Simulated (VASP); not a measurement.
A run of VASP 6.6.1 is set up as follows.

The input POSCAR:

```
NbAs
1.0
    0.0000000000      2.5985719320      2.5985719320
    2.5985719320      0.0000000000      2.5985719320
    2.5985719320      2.5985719320      0.0000000000
Nb As
1 1
Direct
    0.0000000000      0.0000000000      0.0000000000
    0.5000000000      0.5000000000      0.5000000000
```

INCAR.step1

```
  PREC = Accurate
  ENCUT = 600
  ISMEAR = 0
  SIGMA = 0.1
  LREAL = F
  LASPH = T
  NELM = 80
  GGA = PE
  ALGO = Normal
  EDIFF = 1E-4
  LWAVE = T
  LCHARG = F
```

File INCAR.step2:

```
  PREC = Accurate
  ENCUT = 600
  EDIFF = 1E-6
  ISMEAR = 0
  SIGMA = 0.1
  LREAL = F
  LASPH = T
  NELM = 80
  ALGO = Normal
  ISIF = 3
  LWAVE = F
  LCHARG = F
  METAGGA = R2SCAN
  LMIXTAU = T
  IBRION = 2
  NSW = 90
  EDIFFG = -0.04
  ISTART = 1
```

The input KPOINTS:

```
regular mesh
0
Gamma
  6 6 6
```

Potentials or basis: VASP PAW PBE potentials, release 64 (Nb_sv, As).

Command:

```console
$ cat potpaw_PBE.64/Nb_sv/POTCAR potpaw_PBE.64/As/POTCAR > POTCAR
$ cp INCAR.step1 INCAR
$ mpirun -np 1 vasp_std > vasp.out
$ cp INCAR.step2 INCAR
$ mpirun -np 1 vasp_std > vasp.out
```

Estimate the space group after relaxing (to 0.05 Å).

Fm-3m (No. 225).

Predict the relaxed volume.

18.25 Å³/atom.

What does it give for the relaxed cell?

a = 3.723 Å, b = 3.723 Å, c = 3.723 Å, α = 60.00°, β = 60.00°, γ = 60.00°.

The path:
| step | energy change (eV) | largest force (eV/Å) | pressure (GPa) | volume (Å³) |
| --- | --- | --- | --- | --- |
| 1 | 0.0000 | 0.0000 | 6.36 | 35.09 |
| 2 | 0.0341 | 0.0000 | -8.05 | 38.75 |
| 3 | -0.0264 | 0.0000 | -0.09 | 36.50 |

Caveat: the PAW data sets were made with another functional, which shifts forces and pressure a little.
